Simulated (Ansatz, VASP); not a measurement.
## Ge3Cl: VASP beside Ansatz

```
Ge Cl
1.0
     0.00000    3.42449    3.42449
     3.42449    0.00000    3.42449
     3.42449    3.42449    0.00000
Ge Cl
3 1
Cartesian
  3.4245 3.4245 3.4245
  1.7122 1.7122 1.7122
  5.1367 5.1367 5.1367
  0.0000 0.0000 0.0000
```

Change from the starting cell: species swapped into the GdMg3 type (Fm-3m, No. 225).

Alike in both runs: functional PBE; k mesh 4 × 4 × 4; occupations gaussian, width 0.1 eV; no spin polarisation.

Ansatz relaxed the structure, and its values are those at the end. VASP's run is a single point on that final structure, the one shown.

|  | VASP | Ansatz |
| --- | --- | --- |
| version | VASP 6.6.1 | Ansatz 0.2.0 |
| potentials or method | VASP PAW PBE potentials, release 64 (Ge_d, Cl), cutoff 520 eV | scalar-relativistic, plane waves, PAW |
| valence electrons in the cell | 49 | 49 |

|  | VASP | Ansatz | Ansatz less VASP |
| --- | --- | --- | --- |
| gap on the k mesh at the Fermi level (eV) | none | none | - |
| pressure (GPa) | 0.1 | 0.1 | -0.03 |

A gap of «none» marks a metal or a gap that the smearing closes. With one functional, cell and mesh, what is left measures potentials, basis and numerics.

The k mesh is coarse, so the values compare programs but aren't converged.
